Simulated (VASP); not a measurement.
Crystal: Bi2TeO3.

```
CELL_PARAMETERS angstrom
6.01929 0.00000 0.00000
-3.00965 5.21286 0.00000
0.00000 0.00000 3.59214
ATOMIC_POSITIONS crystal
Bi 0.33333 0.66667 0.00000
Bi 0.66667 0.33333 0.00000
Te 0.00000 0.00000 0.00000
O 0.50000 0.00000 0.50000
O 0.50000 0.50000 0.50000
O 0.00000 0.50000 0.50000
```

The cell was generated, and may not be a known phase.

| Property | Result |
| --- | --- |
| Program | VASP 6.6.1 |
| Task | relaxation of cell and atoms |
| Functional | PBE |
| Potentials or basis | VASP PAW PBE potentials, release 64 (Bi_d, Te, O) |
| Cutoff | 600 eV |
| k mesh | 3 × 3 × 6 |
| Occupations | gaussian, width 0.1 eV |
| Spin | no spin polarisation |

At the start: pressure -5.0 GPa; volume 18.79 Å³/atom.

How do energy, volume and symmetry change on relaxing?

Over 5 steps the energy falls by 145.8 meV/atom and the volume is 18.47 Å³/atom (-1.7 %); space group P6/mmm (No. 191, to 0.1 Å) before and after.

Step by step:
```csv
step,energy change (eV),largest force (eV/Å),pressure (GPa),volume (Å³)
1,0.0000,0.0000,-5.05,112.71
2,-0.6988,0.0000,7.25,102.74
3,-0.7377,0.0000,4.59,104.38
4,-0.8737,0.0000,0.27,110.22
5,-0.8747,0.0000,-0.14,110.79
```

Final structure:
```yaml
crystal:
  lattice:
    - [6.30589, 0.00000, 0.00000]
    - [-3.15295, 5.46106, 0.00000]
    - [0.00000, 0.00000, 3.21727]
  atoms:
    - { symbol: Bi, position: [0.33333, 0.66667, 0.00000] }
    - { symbol: Bi, position: [0.66667, 0.33333, 0.00000] }
    - { symbol: Te, position: [0.00000, 0.00000, 0.00000] }
    - { symbol: O, position: [0.50000, 0.00000, 0.50000] }
    - { symbol: O, position: [0.50000, 0.50000, 0.50000] }
    - { symbol: O, position: [0.00000, 0.50000, 0.50000] }
```

Caveat: the k points lie up to 0.38 Å⁻¹ apart in the final cell, too coarse for converged energies and pressures of a metal.
